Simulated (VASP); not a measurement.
# TiO2: single point with PBE

TiO2:

```
CELL_PARAMETERS angstrom
4.50906 0.00000 0.00000
0.00000 4.50906 0.00000
0.00000 0.00000 2.90386
ATOMIC_POSITIONS crystal
Ti 0.00000 0.00000 0.00000
Ti 0.50000 0.50000 0.50000
O 0.30496 0.30496 0.00000
O 0.19504 0.80496 0.50000
O 0.69504 0.69504 0.00000
O 0.80496 0.19504 0.50000
```

```
Program                : VASP 6.6.1
Task                   : single point
Functional             : PBE
Potentials or basis    : VASP PAW PBE potentials, release 64 (Ti_sv, O)
Cutoff                 : 520 eV
k mesh                 : 5 × 5 × 7
Occupations            : fermi-dirac, width 0.05 eV
Spin                   : no spin polarisation
Dipole correction      : no
Further INCAR settings : ALGO = Normal; EDIFF = 1e-06; NBANDS = 33
```

The pressure is 21.6 GPa. The largest force is 0.422 eV/Å and the band gap on the k mesh is 2.01 eV.

Forces on the atoms (eV/Å):
```
Ti   0.000  0.000  0.000
Ti   0.000  0.000  0.000
O   -0.299 -0.299  0.000
O    0.299 -0.299  0.000
O    0.299  0.299  0.000
O   -0.299  0.299  0.000
```

Stress tensor (GPa, compression positive):
```
20.46  0.00  0.00
 0.00 20.46  0.00
 0.00  0.00 23.95
```

Levels at points of the mesh, in eV from the valence-band top:
```
           k point  band 21  band 22  band 23  band 24  band 25  band 26  band 27  band 28
(0.00, 0.00, 0.00)    -0.69    -0.45    -0.45     0.00     2.01     2.36     2.59     2.69
```

It took 69 s on 1 thread of Intel Xeon 8259CL, with other jobs on the host, peak memory 0.19 GiB.

Caveat: the cell stands under pressure. A k mesh can miss the band edges.
